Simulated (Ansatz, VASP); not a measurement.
# Two plane-wave programs on ScBiTe3

```
Sc Bi Te
1.0
     5.52912    0.00000    0.00000
     0.00000    5.52912    0.00000
     0.00000    0.00000    5.52912
Sc Bi Te
1 1 3
Direct
  0.50000 0.50000 0.50000
  0.00000 0.00000 0.00000
  0.00000 0.50000 0.50000
  0.50000 0.00000 0.50000
  0.50000 0.50000 0.00000
```

Change from the starting cell: species swapped into the Pr3InO type (Pm-3m, No. 221).

Alike in both runs: functional PBE; k mesh 8 × 8 × 8; occupations gaussian, width 0.1 eV; no spin polarisation.

Ansatz relaxed the structure, and its values are those at the end. VASP's run is a single point on that final structure, the one shown.

|  | VASP | Ansatz |
| --- | --- | --- |
| version | VASP 6.6.1 | Ansatz 0.2.0 |
| potentials or method | VASP PAW PBE potentials, release 64 (Sc_sv, Bi_d, Te), cutoff 520 eV | scalar-relativistic, plane waves, PAW |
| valence electrons in the cell | 44 | 74 |

```csv
,VASP,Ansatz,Ansatz less VASP
gap on the k mesh at the Fermi level (eV),none,none,-
pressure (GPa),0.0,0.0,-0.03
```

A gap of «none» marks a metal or a gap that the smearing closes. The functional is the same, so the differences come from potentials, cutoffs and numerics. VASP's potentials hold 44 valence electrons a cell and Ansatz's 74, so a difference there can come from the potentials and not from the codes.

Neither program's run includes spin-orbit coupling.
